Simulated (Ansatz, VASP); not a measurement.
One calculation of Yb, two programs

The input INCAR:

```
PREC     = Accurate       # precision mode
ENCUT    = 520            # plane-wave cutoff, eV
EDIFF    = 1E-6           # SCF threshold, eV
ISMEAR   = -1             # smearing method
SIGMA    = 0.05           # smearing width, eV
LREAL    = False          # projectors in reciprocal space
LASPH    = True           # aspherical terms in the spheres
NELM     = 80             # most SCF steps
ALGO     = Normal         # electronic algorithm
ISIF     = 2              # what is computed and relaxed
LWAVE    = False          # write WAVECAR
LCHARG   = False          # write CHGCAR
GGA      = PE             # functional
NBANDS   = 18             # bands
```

Contents of KPOINTS:

```
Automatic mesh
0
Gamma
  12 12 12
```

File POSCAR:

```
Yb
1.0
    0.0000000000      2.7791975606      2.7791975606
    2.7791975606      0.0000000000      2.7791975606
    2.7791975606      2.7791975606      0.0000000000
Yb
1
Direct
    0.0000000000      0.0000000000      0.0000000000
```

Input for Ansatz:

```yaml
crystal:
  lattice:
    - [0.0, 2.7791975606, 2.7791975606]
    - [2.7791975606, 0.0, 2.7791975606]
    - [2.7791975606, 2.7791975606, 0.0]
  atoms:
    - { symbol: Yb, position: [0.0, 0.0, 0.0] }
kpoints:
  mp_grid: { grid: [12, 12, 12] }
scf:
  occupations: { method: fermi_dirac, width: 0.05 }
hamiltonian:
  xc: pbe
  pseudopotentials: { kind: all_electron, lapw: { basis_error: 0.00025 } }
output:
  forces: true
  stress: true
  eigenvalues: true
```

Change from the starting cell: volume scaled by 1.04.

Alike in both runs: task single point; functional PBE; k mesh 12 × 12 × 12; occupations fermi-dirac, width 0.05 eV; no spin polarisation.

|  | VASP | Ansatz |
| --- | --- | --- |
| version | VASP 6.6.1 | Ansatz 0.2.0 |
| potentials or method | VASP PAW PBE potentials, release 64 (Yb), cutoff 520 eV | all-electron LAPW, scalar-relativistic |

|  | VASP | Ansatz | Ansatz less VASP |
| --- | --- | --- | --- |
| pressure (GPa) | -2.1 | -2.5 | -0.43 |

Ansatz ran all-electron here, and VASP with PAW potentials.

Neither program's run includes spin-orbit coupling.
